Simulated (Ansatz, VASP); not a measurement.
# S in VASP and in Ansatz

```
S
1.0
    -1.54906    1.54906    1.54906
     1.54906   -1.54906    1.54906
     1.54906    1.54906   -1.54906
S
1
Direct
  0.00000 0.00000 0.00000
```

Alike in both runs: functional PBEsol; k mesh 18 × 18 × 18; occupations gaussian, width 0.1 eV; no spin polarisation.

Ansatz relaxed the structure, and its values are those at the end. VASP's run is a single point on that final structure, the one shown.

```csv
,VASP,Ansatz
version,VASP 6.6.1,Ansatz 0.2.0
potentials or method,"VASP PAW PBE potentials, release 64 (S), cutoff 520 eV","scalar-relativistic, plane waves, PAW"
valence electrons in the cell,6,6
```

```csv
,VASP,Ansatz,Ansatz less VASP
gap on the k mesh at the Fermi level (eV),none,none,-
pressure (GPa),0.1,0.0,-0.07
```

VASP's potentials were made for PBE, not for PBEsol. A gap of «none» marks a metal or a gap that the smearing closes.
